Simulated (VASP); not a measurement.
# GePbI3 (R3m) in VASP: single point with r2SCAN

Aim: the single point of GePbI3 with r2SCAN.

Program: VASP 6.6.1. These are calculated values, not measurements. Logs are shortened: lines on timing, memory, paths and dates and some standing lists are left out, and cuts for length are marked.

## 1. The cell of the first run

Symmetry: R3m, No. 160, trigonal system. The conventional cell has a = 8.235 Å, b = 8.235 Å, c = 10.453 Å, α = 90.00°, β = 90.00°, γ = 120.00°. I (site symmetry m) has 2 Ge at 2.71 to 3.21 Å within 3.6 Å. Pb (site symmetry 3m) has 12 I at 4.12 to 4.25 Å and 8 Ge at 4.92 to 5.53 Å within 5.6 Å. Within 3.6 Å of Ge (site symmetry 3m) lie 6 I at 2.71 to 3.21 Å.

## 2. Single point, r2SCAN

The input, POSCAR:

```
GePbI3
1.0
    4.1174360000      2.3771980000      3.4844160000
   -4.1174360000      2.3771980000      3.4844160000
    0.0000000000     -4.7544060000      3.4844160000
I Pb Ge
3 1 1
Direct
    0.5069300000      0.9987400000      0.5069300000
    0.5069300000      0.5069300000      0.9987400000
    0.9987400000      0.5069300000      0.5069300000
    0.0100000000      0.0100000000      0.0100000000
    0.5394300000      0.5394300000      0.5394300000
```

The input, INCAR.step1:

```
SYSTEM = GePbI3
  PREC = Accurate
  ENCUT = 520
  ISMEAR = -5
  SIGMA = 0.1
  LREAL = .False.
  LASPH = .True.
  NELM = 100
  NBANDS = 32
  GGA = PE
  ALGO = Normal
  EDIFF = 1E-4
  LWAVE = .True.
  LCHARG = .False.
```

The input, INCAR.step2:

```
SYSTEM = GePbI3
  PREC = Accurate
  ENCUT = 520
  EDIFF = 1E-6
  ISMEAR = -5
  SIGMA = 0.1
  LREAL = .False.
  LASPH = .True.
  NELM = 100
  ALGO = Normal
  ISIF = 2
  LWAVE = .False.
  LCHARG = .False.
  METAGGA = R2SCAN
  LMIXTAU = .True.
  NBANDS = 32
  ISTART = 1
```

The input, KPOINTS:

```
Automatic mesh
0
Gamma
  5 5 5
  0 0 0
```

Potentials or basis: VASP PAW PBE potentials, release 64 (I, Pb_d, Ge_d).

The run is started by

```sh
$ cat potpaw_PBE.64/I/POTCAR potpaw_PBE.64/Pb_d/POTCAR potpaw_PBE.64/Ge_d/POTCAR > POTCAR
$ cp INCAR.step1 INCAR
$ mpirun -np 1 vasp_std > vasp.out
$ cp INCAR.step2 INCAR
$ mpirun -np 1 vasp_std > vasp.out
```

OUTCAR:

```text
SYSTEM = GePbI3
   PREC = Accurate
   ENCUT = 520
   EDIFF = 1E-6
   ISMEAR = -5
   LREAL = .False.
   LASPH = .True.
   NELM = 100
   ISIF = 2
   METAGGA = R2SCAN
   ISTART = 1

 ion  position               nearest neighbor table
   1  0.507  0.999  0.507-   5 2.71   5 3.21
   2  0.507  0.507  0.999-   5 2.71   5 3.21
   3  0.999  0.507  0.507-   5 2.71   5 3.21
   4  0.010  0.010  0.010-
   5  0.539  0.539  0.539-   1 2.71   3 2.71   2 2.71   1 3.21   3 3.21   2 3.21

  LATTYP: Found a trigonal (rhomboedric) cell.
 ALAT       =     5.8945317377
 COS(alpha) =     0.0241454540

  Lattice vectors:

 A1 = (   4.1174360000,   2.3771980000,   3.4844160000)
 A2 = (  -4.1174360000,   2.3771980000,   3.4844160000)
 A3 = (   0.0000000000,  -4.7544060000,   3.4844160000)

Analysis of symmetry for initial positions (statically):
=====================================================================
 Subroutine PRICEL returns:
 Original cell was already a primitive cell.

 Routine SETGRP: Setting up the symmetry group for a
 trigonal (rhombohedral) supercell.

 Subroutine GETGRP returns: Found  6 space group operations
 (whereof  6 operations were pure point group operations)
 out of a pool of 12 trial point group operations.

The static configuration has the point symmetry C_3v.

Analysis of symmetry for dynamics (positions and initial velocities):
=====================================================================
 Subroutine PRICEL returns:
 Original cell was already a primitive cell.

 Routine SETGRP: Setting up the symmetry group for a
 trigonal (rhombohedral) supercell.

 Subroutine GETGRP returns: Found  6 space group operations
 (whereof  6 operations were pure point group operations)
 out of a pool of 12 trial point group operations.

The dynamic configuration has the point symmetry C_3v.

 Subroutine INISYM returns: Found  6 space group operations
 (whereof  6 operations are pure point group operations),
 and found     1 'primitive' translations

----------------------------------------------------------------------------------------

                                     Primitive cell

  volume of cell :     204.6322

  direct lattice vectors                    reciprocal lattice vectors
     4.117436000  2.377198000  3.484416000     0.121434796  0.070110455  0.095664113
    -4.117436000  2.377198000  3.484416000    -0.121434796  0.070110455  0.095664113
     0.000000000 -4.754406000  3.484416000     0.000000000 -0.140220910  0.095663912

  length of vectors
     5.894531738  5.894531738  5.894534017     0.169745421  0.169745421  0.169745361

  position of ions in fractional coordinates (direct lattice)
     0.506930000  0.998740000  0.506930000
     0.506930000  0.506930000  0.998740000
     0.998740000  0.506930000  0.506930000
     0.010000000  0.010000000  0.010000000
     0.539430000  0.539430000  0.539430000

  ion indices of the primitive-cell ions
   primitive index   ion index
                 1           1
                 2           2
                 3           3
                 4           4
                 5           5

----------------------------------------------------------------------------------------

 KPOINTS: Automatic mesh

Automatic generation of k-mesh.
 Grid dimensions read from file:
 generate k-points for:    5    5    5

 Generating k-lattice:

  Cartesian coordinates                     Fractional coordinates (reciprocal lattice)
     0.024286959  0.014022091  0.019132823     0.200000000  0.000000000  0.000000000
    -0.024286959  0.014022091  0.019132823     0.000000000  0.200000000  0.000000000
     0.000000000 -0.028044182  0.019132782     0.000000000  0.000000000  0.200000000

  Length of vectors
     0.033949084  0.033949084  0.033949072

  Shift w.r.t. Gamma in fractional coordinates (k-lattice)
     0.000000000  0.000000000  0.000000000

 TETIRR: Found     65 inequivalent tetrahedra from      750

 Subroutine IBZKPT returns following result:
 ===========================================

 Found     19 irreducible k-points:

 Following reciprocal coordinates:
            Coordinates               Weight
  0.000000  0.000000  0.000000      1.000000
  0.200000  0.000000 -0.000000      6.000000
  0.400000 -0.000000  0.000000      6.000000
  0.200000  0.200000 -0.000000      6.000000
  0.400000  0.200000 -0.000000     12.000000
 -0.400000  0.200000  0.000000     12.000000
[... 11 lines left out ...]
  0.400000  0.400000  0.400000      2.000000
 -0.400000  0.400000  0.400000      6.000000
   k-points           NKPTS =     19   k-points in BZ     NKDIM =     19   number of bands    NBANDS=     32
   number of dos      NEDOS =    301   number of ions     NIONS =      5
   total plane-waves  NPLWV = 110592
   dimension x,y,z NGX =    48 NGY =   48 NGZ =   48
   dimension x,y,z NGXF=    96 NGYF=   96 NGZF=   96
   ions per type =               3   1   1
   NGX,Y,Z   is equivalent  to a cutoff of  13.54, 13.54, 13.54 a.u.
   NGXF,Y,Z  is equivalent  to a cutoff of  27.08, 27.08, 27.08 a.u.
 SYSTEM =  GePbI3
   PREC   = accura    normal or accurate (medium, high low for compatibility)
   ISTART =      1    job   : 0-new  1-cont  2-samecut
   ICHARG =      0    charge: 1-file 2-atom 10-const
   ISPIN  =      1    spin polarized calculation?
   LNONCOLLINEAR =      F non collinear calculations
   LSORBIT =      F    spin-orbit coupling
   LASPH  =      T    aspherical Exc in radial PAW
   ENCUT  =  520.0 eV  38.22 Ry    6.18 a.u.  10.96 10.96 10.96*2*pi/ulx,y,z
   NELM   =    100;   NELMIN=  2; NELMDL=  0     # of ELM steps
   EDIFF  = 0.1E-05   stopping-criterion for ELM
   LREAL  =      F    real-space projection
   EDIFFG = 0.1E-04   stopping-criterion for IOM
   NSW    =      0    number of steps for IOM
   IBRION =     -1    ionic relax: 0-MD 1-quasi-New 2-CG
   NFREE  =      0    steps in history (QN), initial steepest desc. (CG)
   ISIF   =      2    stress and relaxation
   ISYM   =      2    0-nonsym 1-usesym 2-fastsym
   POTIM  = 0.5000    time-step for ionic-motion
   TEBEG  =    0.0;   TEEND  =   0.0 temperature during run
   PSTRESS=    0.0 pullay stress
   NELECT =      49.0000    total number of electrons
   NUPDOWN=      -1.0000    fix difference up-down
   EMIN   =  10.00;   EMAX   =-10.00  energy-range for DOS
   EFERMI =   0.00;   METHOD = LEGACY
   ISMEAR =    -5;   SIGMA  =   0.10  broadening in eV -4-tet -1-fermi 0-gaus
   EFERMI_NEDOS =   21; number of points for ismear=-14 and -15
   IALGO  =     38    algorithm
   IMIX   =      4    mixing-type and parameters
     AMIX     =   0.40;   BMIX     =  1.00
     AMIX_MAG =   1.60;   BMIX_MAG =  1.00
  volume/ion in A,a.u.               =      40.93       276.19
  Fermi-wavevector in a.u.,A,eV,Ry     =   1.016597  1.921090 14.061206  1.033470
  Thomas-Fermi vector in A             =   2.149950
   LORBIT       =      0    0 simple, 1 ext, 2 COOP (PROOUT), +10 PAW based schemes
   METAGGA = R2SCAN    functional components
   LHFCALC =     F    Hartree Fock is set to
   AEXX    =    0.0000 exact exchange contribution
   IVDW    =     0    specifies the selected vdW correction
   LEPSILON=     F    determine dielectric tensor
   LRPA    =     F    only Hartree local field effects (RPA)
 non-spin polarized calculation
 Fermi weights with tetrahedron method with Bloechl corrections
  energy-cutoff  :      520.00
  volume of cell :      204.63
 maximum number of plane-waves:      5560
 NGX is ok and might be reduce to    48
   NGX = 21   NGY = 21   NGZ = 21

 number of electron      49.0000003 magnetization

 Free energy of the ion-electron system (eV)
  ---------------------------------------------------
  ext. energy  EPLUGINS =         0.00000000
  ---------------------------------------------------
  free energy    TOTEN  =      -143.88344098 eV

  energy without entropy =     -143.88344098  energy(sigma->0) =     -143.88344098

 E-fermi :   4.0297     XC(G=0):  -8.5825

 val. band max:        4.0233316426   @ k =   0.4000   0.2000  -0.0000
 cond. band min:       4.1066598444   @ k =  -0.4000  -0.4000   0.2000
 fundamental gap:      0.0833282019
 Fermi energy:         4.0297397733

 k-point     1 :       0.0000    0.0000    0.0000
  band No.  band energies     occupation
      1     -22.4909      2.00000
      2     -22.4908      2.00000
      3     -22.4678      2.00000
      4     -22.4678      2.00000
      5     -22.4580      2.00000
      6     -15.0858      2.00000
[... 24 lines left out ...]
     31       7.8446      0.00000
     32       7.8446      0.00000

 k-point     2 :       0.2000    0.0000   -0.0000
  band No.  band energies     occupation
      1     -22.4908      2.00000
      2     -22.4908      2.00000
      3     -22.4678      2.00000
      4     -22.4678      2.00000
      5     -22.4580      2.00000
      6     -15.0858      2.00000
[... 24 lines left out ...]
     31       8.2453      0.00000
     32       8.2954      0.00000

 k-point     3 :       0.4000   -0.0000    0.0000
  band No.  band energies     occupation
      1     -22.4909      2.00000
      2     -22.4906      2.00000
      3     -22.4678      2.00000
      4     -22.4678      2.00000
      5     -22.4580      2.00000
      6     -15.0859      2.00000
[... 24 lines left out ...]
     31       9.1298      0.00000
     32       9.2771      0.00000

 k-point     4 :       0.2000    0.2000   -0.0000
  band No.  band energies     occupation
      1     -22.4908      2.00000
      2     -22.4907      2.00000
      3     -22.4678      2.00000
      4     -22.4678      2.00000
      5     -22.4580      2.00000
      6     -15.0859      2.00000
[... 479 lines left out ...]
     31       9.5890      0.00000
     32       9.6986      0.00000

 k-point    18 :       0.4000    0.4000    0.4000
  band No.  band energies     occupation
      1     -22.4905      2.00000
      2     -22.4905      2.00000
      3     -22.4678      2.00000
      4     -22.4678      2.00000
      5     -22.4580      2.00000
      6     -15.0865      2.00000
[... 24 lines left out ...]
     31       9.3695      0.00000
     32       9.6112      0.00000

 k-point    19 :      -0.4000    0.4000    0.4000
  band No.  band energies     occupation
      1     -22.4905      2.00000
      2     -22.4905      2.00000
      3     -22.4678      2.00000
      4     -22.4678      2.00000
      5     -22.4580      2.00000
      6     -15.0865      2.00000
[... 24 lines left out ...]
     31       9.2007      0.00000
     32       9.6063      0.00000

------------------------ aborting loop because EDIFF is reached ----------------------------------------

  FORCE on cell =-STRESS in cart. coord.  units (eV):
  Direction    XX          YY          ZZ          XY          YZ          ZX
  --------------------------------------------------------------------------------------
  -------------------------------------------------------------------------------------
  Total       -0.8028021     -0.8028011     -0.5318661     -0.0000000      0.0000005     -0.0000000
  in kB       -6.2855751     -6.2855674     -4.1642693     -0.0000000      0.0000040     -0.0000000
  external PRESSURE =      -5.5784706 kB  Pullay stress =       0.0000000 kB

 VOLUME and BASIS-vectors are now :
 -----------------------------------------------------------------------------
  energy-cutoff  :      520.00
  volume of cell :      204.63
      direct lattice vectors                 reciprocal lattice vectors
     4.117436000  2.377198000  3.484416000     0.121434796  0.070110455  0.095664113
    -4.117436000  2.377198000  3.484416000    -0.121434796  0.070110455  0.095664113
     0.000000000 -4.754406000  3.484416000     0.000000000 -0.140220910  0.095663912

 POSITION                                       TOTAL-FORCE (eV/Angst)
 -----------------------------------------------------------------------------------
     -2.02500      1.16912      7.01274        -0.181425      0.104746      0.083368
      0.00000     -2.33827      7.01274         0.000000     -0.209492      0.083368
      2.02500      1.16912      7.01274         0.181425      0.104746      0.083368
      0.00000     -0.00000      0.10453         0.000000     -0.000000      0.022399
      0.00000     -0.00001      5.63880         0.000000      0.000000     -0.272502
 -----------------------------------------------------------------------------------
    total drift:                               -0.000000     -0.000003     -0.002664

  FREE ENERGIE OF THE ION-ELECTRON SYSTEM (eV)
  ---------------------------------------------------
  free  energy   TOTEN  =      -143.8834409831 eV

  energy  without entropy=     -143.8834409831  energy(sigma->0) =     -143.88344098
```

Run time: 3.6 min. Hardware: 1 thread of Intel Xeon 6975P-C (Granite Rapids), shared host; peak memory 0.44 GiB.

Results:

```yaml
Free_energy: -143.8834 eV
Pressure: -0.6 GPa
Largest_force: 0.273 eV/Å
Band_gap_on_the_k_mesh: zero (an odd number of electrons rules out a gap without spin polarisation)
```

Forces on the atoms (eV/Å):
```
I   -0.181  0.105  0.083
I    0.000 -0.209  0.083
I    0.181  0.105  0.083
Pb   0.000  0.000  0.022
Ge   0.000  0.000 -0.273
```

Levels at points of the mesh, in eV from the Fermi level:
| k point | band 22 | band 23 | band 24 | band 25 | band 26 | band 27 | band 28 | band 29 |
| --- | --- | --- | --- | --- | --- | --- | --- | --- |
| (0.00, 0.00, 0.00) | -3.00 | -2.99 | -2.91 | 0.75 | 0.95 | 0.95 | 3.08 | 3.61 |

Caveat: the PAW data sets were made with another functional, which shifts forces and pressure a little; spin-orbit coupling is left out, which moves the levels of the heavy elements; an odd number of electrons without spin polarisation forces a metal; a magnetic or distorted state may lie lower; tetrahedron occupations give inexact forces and stress in metals.

The gap in the log of VASP goes by the Fermi energy; the results here count the filled bands.